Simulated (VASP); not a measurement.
The system is Ni3Ge.

```
CELL_PARAMETERS angstrom
3.53033 0.00000 0.00000
0.00000 3.53033 0.00000
0.00000 0.00000 3.53033
ATOMIC_POSITIONS crystal
Ni 0.50000 0.00000 0.50000
Ni 0.00000 0.50000 0.50000
Ni 0.50000 0.50000 0.00000
Ge 0.00000 0.00000 0.00000
```

Base run:

* Program: VASP 6.6.1
* Functional: PBEsol
* Potentials or basis: VASP PAW PBE potentials, release 64 (Ni, Ge_d)
* Cutoff: 520 eV
* k mesh: 7 × 7 × 7
* Occupations: fermi-dirac, width 0.1 eV
* Spin: collinear spin, ferromagnetic start
* Starting moments: [1.06, 1.06, 1.06, 0.17] μB
* Fixed moment: 3.2 μB

Its results: pressure 9.1 GPa; site moments Ni +0.96; Ge +0.20 μB.

Q: The run is repeated on the same cell with these changes: fixed moment from 3.2 μB to 4.3 μB; moments at the start from [1.06, 1.06, 1.06, 0.17] to [1.34, 1.34, 1.34, 0.33]. What comes out?

A: Pressure 16.5 GPa; site moments Ni +1.23; Ge +0.37 μB.

Caveats: the PAW data sets were made with another functional, which shifts forces and pressure a little; the total moment is fixed, so each spin has its own Fermi level.
